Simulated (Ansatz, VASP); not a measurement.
**MgO in VASP and in Ansatz**

INCAR

```
SYSTEM = MgO
PREC     = Accurate       ! precision mode
ENCUT    = 520            ! plane-wave cutoff, eV
EDIFF    = 1E-6           ! SCF threshold, eV
ISMEAR   = 0              ! smearing method
SIGMA    = 0.02           ! smearing width, eV
LREAL    = .False.        ! projectors in reciprocal space
LASPH    = .True.         ! aspherical terms in the spheres
NELM     = 80             ! most SCF steps
ALGO     = Normal         ! electronic algorithm
ISIF     = 2              ! what is computed and relaxed
LWAVE    = .False.        ! write WAVECAR
LCHARG   = .False.        ! write CHGCAR
GGA      = PS             ! functional
NBANDS   = 11             ! bands
```

File KPOINTS:

```
Automatic mesh
0
Gamma
  10 10 10
  0 0 0
```

POSCAR

```
MgO
1.0
    0.0000000000      2.1070853429      2.1070853429
    2.1070853429      0.0000000000      2.1070853429
    2.1070853429      2.1070853429      0.0000000000
Mg O
1 1
Direct
    0.0000000000      0.0000000000      0.0000000000
    0.5000000000      0.5000000000      0.5000000000
```

Input for Ansatz:

```yaml
crystal:
  lattice:
    - [0.0, 2.1070853429, 2.1070853429]
    - [2.1070853429, 0.0, 2.1070853429]
    - [2.1070853429, 2.1070853429, 0.0]
  atoms:
    - { symbol: Mg, position: [0.0, 0.0, 0.0] }
    - { symbol: O, position: [0.5, 0.5, 0.5] }
basis:
  ecutwfc: 420
kpoints:
  mp_grid: { grid: [10, 10, 10] }
hamiltonian:
  xc: pbesol
scf:
  occupations: { method: gaussian, width: 0.02 }
output:
  eigenvalues: true
  states_by_energy: {}
checkpoint:
  read: start.run
  write: ck
  compress: false
  write_wavefunctions: false
  write_every: 100000
```

Alike in both runs: task single point; functional PBEsol; k mesh 10 × 10 × 10; occupations gaussian, width 0.02 eV; no spin polarisation.

```csv
,VASP,Ansatz
version,VASP 6.6.1,Ansatz 0.2.0
potentials or method,"VASP PAW PBE potentials, release 64 (Mg, O), cutoff 520 eV","scalar-relativistic, plane waves, PAW"
valence electrons in the cell,8,16
```

```tsv
	VASP	Ansatz	Ansatz less VASP
gap on the k mesh at the Fermi level (eV)	4.62	4.62	0.000
least direct gap on the mesh (eV)	4.62	4.62	0.000
```

VASP's potentials were made for PBE, not for PBEsol. The functional is the same, so the differences come from potentials, cutoffs and numerics. VASP's potentials hold 8 valence electrons a cell and Ansatz's 16, so a difference there can come from the potentials and not from the codes.
